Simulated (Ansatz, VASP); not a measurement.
**Two plane-wave programs on BN**

```
B N
1.0
     2.57967    0.00000    0.00000
    -1.28984    2.15498    0.00000
     0.00000    0.00000    6.73365
B N
2 2
Cartesian
  0.0000 1.4631 1.6834
  1.2898 0.6919 5.0502
  0.0000 1.4007 5.0502
  1.2898 0.7543 1.6834
```

Change from the starting cell: normal strain along x +0.0367, normal strain along z +0.0367.

Alike in both runs: functional LDA; k mesh 12 × 12 × 4; occupations gaussian, width 0.05 eV; no spin polarisation.

Ansatz relaxed the structure, and its values are those at the end. VASP's run is a single point on that final structure, the one shown.

|  | VASP | Ansatz |
| --- | --- | --- |
| version | VASP 6.6.1 | Ansatz 0.2.0 |
| potentials or method | VASP PAW LDA potentials, release 64 (B, N), cutoff 520 eV | scalar-relativistic, plane waves, PAW |
| valence electrons in the cell | 16 | 16 |

|  | VASP | Ansatz | Ansatz less VASP |
| --- | --- | --- | --- |
| gap on the k mesh at the Fermi level (eV) | 3.93 | 3.95 | +0.011 |
| least direct gap on the mesh (eV) | 4.33 | 4.34 | +0.009 |
| pressure (GPa) | -11.9 | -12.4 | -0.54 |
| rms of the force components (eV/Å) | 0.006 | 0.003 | -0.0026 |

Ansatz warns that its potentials were made for another functional, while VASP's fit it. LDA's correlation is that of Perdew and Zunger in VASP and of Perdew and Wang (1992) in Ansatz. Ansatz's warnings: stress scf threshold loose.
